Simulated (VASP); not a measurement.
# Ca (Fm-3m) in VASP: a series of runs, part 2 of 2

VASP 6.6.1.

## (3) Relaxation of volume and atoms at fixed shape, PBEsol

This run uses another cell than the first one, of 43.67 Å³/atom, 1.069 times its volume.

INCAR reads:

```
SYSTEM = Ca
PREC = Accurate ; ENCUT = 600
EDIFF = 1E-7 ; ISMEAR = 1
SIGMA = 0.05 ; LREAL = .FALSE.
LASPH = .TRUE. ; NELM = 80
ALGO = Normal ; ISIF = 8
LWAVE = .FALSE. ; LCHARG = .FALSE.
GGA = PS ; IBRION = 2
NSW = 80 ; EDIFFG = -0.03
```

KPOINTS reads:

```
Automatic mesh
0
G
  4 4 4
  0 0 0
```

POSCAR reads:

```
Ca
1.0
    5.5900000000      0.0000000000      0.0000000000
    0.0000000000      5.5900000000      0.0000000000
    0.0000000000      0.0000000000      5.5900000000
Ca
4
Direct
    0.0000000000      0.0000000000      0.0000000000
    0.0000000000      0.5000000000      0.5000000000
    0.5000000000      0.0000000000      0.5000000000
    0.5000000000      0.5000000000      0.0000000000
```

Potentials or basis: VASP PAW PBE potentials, release 64 (Ca_sv).

Run with:

```sh
$ cat potpaw_PBE.64/Ca_sv/POTCAR > POTCAR
$ mpirun -np 1 vasp_std > vasp.out
```

OUTCAR:

```text
SYSTEM = Ca
   PREC = Accurate
   ENCUT = 600
   EDIFF = 1E-7
   ISMEAR = 1
   LREAL = .FALSE.
   LASPH = .TRUE.
   NELM = 80
   ISIF = 8
   GGA = PS
   IBRION = 2
   NSW = 80
   EDIFFG = -0.03

 ion  position               nearest neighbor table
   1  0.000  0.000  0.000-
   2  0.000  0.500  0.500-
   3  0.500  0.000  0.500-
   4  0.500  0.500  0.000-

  LATTYP: Found a simple cubic cell.
 ALAT       =     5.5900000000

  Lattice vectors:

 A1 = (   5.5900000000,   0.0000000000,   0.0000000000)
 A2 = (   0.0000000000,   5.5900000000,   0.0000000000)
 A3 = (   0.0000000000,   0.0000000000,   5.5900000000)

Analysis of symmetry for initial positions (statically):
=====================================================================
 Subroutine PRICEL returns following result:

  LATTYP: Found a face centered cubic cell.
 ALAT       =     5.5900000000

  Lattice vectors:

 A1 = (   2.7950000000,  -2.7950000000,   0.0000000000)
 A2 = (   2.7950000000,   0.0000000000,   2.7950000000)
 A3 = (   0.0000000000,  -2.7950000000,   2.7950000000)

   4 primitive cells build up your supercell.

 Routine SETGRP: Setting up the symmetry group for a
 simple cubic supercell.

 Subroutine GETGRP returns: Found 48 space group operations
 (whereof 48 operations were pure point group operations)
 out of a pool of 48 trial point group operations.

The static configuration has the point symmetry O_h .

Analysis of symmetry for dynamics (positions and initial velocities):
=====================================================================
 Subroutine PRICEL returns following result:

  LATTYP: Found a face centered cubic cell.
 ALAT       =     5.5900000000

  Lattice vectors:

[... 99 lines left out ...]
   NSW    =     80    number of steps for IOM
   IBRION =      2    ionic relax: 0-MD 1-quasi-New 2-CG
   NFREE  =      1    steps in history (QN), initial steepest desc. (CG)
   ISIF   =      8    stress and relaxation
   ISYM   =      2    0-nonsym 1-usesym 2-fastsym
   POTIM  = 0.5000    time-step for ionic-motion
   TEBEG  =    0.0;   TEEND  =   0.0 temperature during run
   PSTRESS=    0.0 pullay stress
   NELECT =      40.0000    total number of electrons
   NUPDOWN=      -1.0000    fix difference up-down
   EMIN   =  10.00;   EMAX   =-10.00  energy-range for DOS
   EFERMI =   0.00;   METHOD = LEGACY
   ISMEAR =     1;   SIGMA  =   0.05  broadening in eV -4-tet -1-fermi 0-gaus
   EFERMI_NEDOS =   21; number of points for ismear=-14 and -15
   IALGO  =     38    algorithm
   IMIX   =      4    mixing-type and parameters
     AMIX     =   0.40;   BMIX     =  1.00
     AMIX_MAG =   1.60;   BMIX_MAG =  1.00
  volume/ion in A,a.u.               =      43.67       294.69
  Fermi-wavevector in a.u.,A,eV,Ry     =   1.001574  1.892700 13.648689  1.003150
  Thomas-Fermi vector in A             =   2.134005
   LORBIT       =      0    0 simple, 1 ext, 2 COOP (PROOUT), +10 PAW based schemes
   GGA     = PS    functional components
   LHFCALC =     F    Hartree Fock is set to
   AEXX    =    0.0000 exact exchange contribution
   IVDW    =     0    specifies the selected vdW correction
   LEPSILON=     F    determine dielectric tensor
   LRPA    =     F    only Hartree local field effects (RPA)
 conjugate gradient relaxation of ions
 non-spin polarized calculation
 Methfessel and Paxton  Order N= 1 SIGMA  =   0.05
  energy-cutoff  :      600.00
  volume of cell :      174.68
 maximum number of plane-waves:      5866
 NGX is ok and might be reduce to    48
   NGX = 23   NGY = 23   NGZ = 23

--------------------------------------- Ionic step        1  -------------------------------------------

 number of electron      40.0000008 magnetization

 Free energy of the ion-electron system (eV)
  ---------------------------------------------------
  ext. energy  EPLUGINS =         0.00000000
  ---------------------------------------------------
  free energy    TOTEN  =        -8.51699983 eV

  energy without entropy =       -8.51281574  energy(sigma->0) =       -8.51560513

------------------------ aborting loop because EDIFF is reached ----------------------------------------

  FORCE on cell =-STRESS in cart. coord.  units (eV):
  Direction    XX          YY          ZZ          XY          YZ          ZX
  --------------------------------------------------------------------------------------
  -------------------------------------------------------------------------------------
  Total       -1.1715898     -1.1715898     -1.1715898     -0.0000000     -0.0000000     -0.0000000
  in kB      -10.7460964    -10.7460964    -10.7460964     -0.0000000     -0.0000000     -0.0000000
  external PRESSURE =     -10.7460964 kB  Pullay stress =       0.0000000 kB
[... 63 lines left out ...]
--------------------------------------- Ionic step        3  -------------------------------------------

 number of electron      39.9999996 magnetization

 Free energy of the ion-electron system (eV)
  ---------------------------------------------------
  ext. energy  EPLUGINS =         0.00000000
  ---------------------------------------------------
  free energy    TOTEN  =        -8.55392053 eV

  energy without entropy =       -8.55013233  energy(sigma->0) =       -8.55265780

 E-fermi :   1.9299     XC(G=0):  -7.8978

 val. band max:        1.9243964291   @ k =   0.5000   0.2500   0.2500
 cond. band min:       2.0055324722   @ k =   0.2500   0.2500   0.0000
 fundamental gap:      0.0811360432
 Fermi energy:         1.9298556053

 k-point     1 :       0.0000    0.0000    0.0000
  band No.  band energies     occupation
      1     -39.7882      2.00000
      2     -39.7672      2.00000
      3     -39.7672      2.00000
      4     -39.7672      2.00000
      5     -20.9223      2.00000
      6     -20.9223      2.00000
[... 290 lines left out ...]
  FREE ENERGIE OF THE ION-ELECTRON SYSTEM (eV)
  ---------------------------------------------------
  free  energy   TOTEN  =        -8.5539205254 eV

  energy  without entropy=       -8.5501323346  energy(sigma->0) =       -8.55265780

 reached required accuracy - stopping structural energy minimisation
```

Run time: 9.8 min. Hardware: 1 thread of AMD EPYC, shared host; peak memory 0.31 GiB.

What came out:

* Free energy: -8.5539 eV
* Relaxed volume: 41.08 Å³/atom
* Relaxed cell: a = 5.477 Å, b = 5.477 Å, c = 5.477 Å, α = 90.00°, β = 90.00°, γ = 90.00°
* Space group after relaxing (to 0.05 Å): Fm-3m (No. 225)
* Energy gained by relaxing: 9.2 meV/atom
* Ionic steps: 3
* Pressure after relaxing: 0.0 GPa

Step by step:
| step | energy change (eV) | largest force (eV/Å) | pressure (GPa) | volume (Å³) |
| --- | --- | --- | --- | --- |
| 1 | 0.0000 | 0.0000 | -1.07 | 174.68 |
| 2 | -0.0333 | 0.0000 | -0.36 | 167.38 |
| 3 | -0.0369 | 0.0000 | -0.02 | 164.32 |

Final structure:
```
Ca
1.0
     5.47728    0.00000    0.00000
     0.00000    5.47728    0.00000
     0.00000    0.00000    5.47728
Ca
4
Direct
  0.00000 0.00000 0.00000
  0.00000 0.50000 0.50000
  0.50000 0.00000 0.50000
  0.50000 0.50000 0.00000
```

Caveat: the bands computed are all filled at some k points, so no gap is given; the PAW data sets were made with another functional, which shifts forces and pressure a little.
